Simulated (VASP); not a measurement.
CuO:

```
CELL_PARAMETERS angstrom
2.34465 -1.71340 0.00000
2.34465 1.71340 0.00000
-0.86055 0.00000 5.05944
ATOMIC_POSITIONS crystal
Cu 0.00320 0.49680 0.00000
Cu 0.49680 0.00320 0.50000
O 0.57140 0.40560 0.25370
O 0.40560 0.57140 0.75370
```

```yaml
Program: VASP 6.6.1
Task: relaxation of cell and atoms
Functional: PBE
Potentials_or_basis: VASP PAW PBE potentials, release 64 (Cu, O)
Cutoff: 600 eV
k_mesh: 10 × 10 × 5
Occupations: fermi-dirac, width 0.05 eV
Spin: no spin polarisation
```

At the start: pressure 6.2 GPa; volume 10.16 Å³/atom.

**Question.** Where does the relaxation end?

**Answer.** Over 30 steps the energy falls by 58.6 meV/atom and the volume is 11.21 Å³/atom (+10.3 %); space group Cc (No. 9, to 0.1 Å) before, Cccm (No. 66, to 0.1 Å).

The path:
| step | energy change (eV) | largest force (eV/Å) | pressure (GPa) | volume (Å³) |
| --- | --- | --- | --- | --- |
| 1 | 0.0000 | 0.7883 | 6.24 | 40.65 |
| 2 | -0.0657 | 0.3279 | -3.46 | 43.02 |
| 3 | -0.0734 | 0.3048 | -1.32 | 42.39 |
| 4 | -0.0899 | 0.2222 | 0.48 | 42.15 |
| 5 | -0.0939 | 0.2273 | 1.87 | 41.97 |
| 6 | -0.1072 | 0.1978 | 1.42 | 42.29 |
| 7 | -0.1371 | 0.1058 | 0.27 | 43.23 |
| 8 | -0.1462 | 0.1507 | -1.68 | 45.03 |
| 9 | -0.1511 | 0.0774 | -0.88 | 44.31 |
| 10 | -0.1698 | 0.0491 | -0.71 | 44.47 |
| 11 | -0.2046 | 0.1503 | -0.34 | 44.82 |
| 12 | -0.1975 | 0.4565 | -0.42 | 45.09 |
| 13 | -0.2152 | 0.2554 | -0.16 | 45.00 |
| 14 | -0.2279 | 0.0939 | -0.67 | 45.01 |
| 15 | -0.2279 | 0.0858 | -0.69 | 45.01 |
| 16 | -0.2301 | 0.0515 | 0.62 | 44.57 |
| 17 | -0.2301 | 0.0530 | 0.53 | 44.59 |
| 18 | -0.2310 | 0.0480 | -0.16 | 44.76 |
| 19 | -0.2310 | 0.0420 | -0.02 | 44.73 |
| 20 | -0.2316 | 0.0344 | -0.11 | 44.76 |
| 21 | -0.2328 | 0.0302 | -0.37 | 44.87 |
| 22 | -0.2324 | 0.1051 | -0.90 | 45.08 |
| 23 | -0.2330 | 0.0587 | -0.58 | 44.95 |
| 24 | -0.2334 | 0.0549 | -0.43 | 44.91 |
| 25 | -0.2339 | 0.0443 | 0.08 | 44.78 |
| 26 | -0.2339 | 0.0422 | 0.20 | 44.76 |
| 27 | -0.2340 | 0.0320 | 0.15 | 44.77 |
| 28 | -0.2342 | 0.0270 | -0.04 | 44.82 |
| 29 | -0.2342 | 0.0201 | -0.05 | 44.82 |
| 30 | -0.2343 | 0.0097 | -0.10 | 44.82 |

Final structure:
```xyz
4
Lattice="2.1379 -2.0229 0.1638 2.1379 2.0229 0.1638 -0.4277 0.0000 5.1495" Properties=species:S:1:pos:R:3 pbc="T T T"
Cu    3.1814   -1.0116    0.2533
Cu    2.9675    1.0116    2.8280
O     2.0056   -0.0088    1.4590
O     1.7918    0.0088    4.0338
```
